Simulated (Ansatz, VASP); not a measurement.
**One calculation of Fe3Co, two programs**

```
CELL_PARAMETERS angstrom
4.02358 0.00000 0.00000
0.00000 4.02358 0.00000
0.00000 0.00000 2.82771
ATOMIC_POSITIONS crystal
Fe 0.50000 0.50000 0.00000
Fe 0.50000 0.00000 0.50000
Fe 0.00000 0.50000 0.50000
Co 0.00000 0.00000 0.00000
```

Alike in both runs: task single point; functional PBEsol; k mesh 14 × 14 × 18; occupations gaussian, width 0.1 eV; collinear spin.

|  | VASP | Ansatz |
| --- | --- | --- |
| version | VASP 6.6.1 | Ansatz 0.2.0 |
| potentials or method | VASP PAW PBE potentials, release 64 (Fe, Co), cutoff 600 eV | scalar-relativistic, plane waves, PAW |
| valence electrons in the cell | 33 | 65 |

VASP gave:

```
gap on the k mesh at the Fermi level (eV)                     : none
pressure (GPa)                                                : -8.0
traceless stress, the component that is largest in VASP (GPa) : 0.10
net moment per atom (μB)                                      : 2.31
size of the moment on the site where the two differ most (μB) : 1.73
```

Question: What did Ansatz give for the same quantities?

Answer: gap on the k mesh at the Fermi level (eV): none; pressure (GPa): -7.8; traceless stress, the component that is largest in VASP (GPa): 0.10; net moment per atom (μB): 2.31; size of the moment on the site where the two differ most (μB): 1.81.

VASP's potentials were made for PBE, not for PBEsol. Site moments also hang on the region over which each program counts them. A gap of «none» marks a metal or a gap that the smearing closes. VASP's potentials hold 33 valence electrons a cell and Ansatz's 65, so a difference there can come from the potentials and not from the codes.
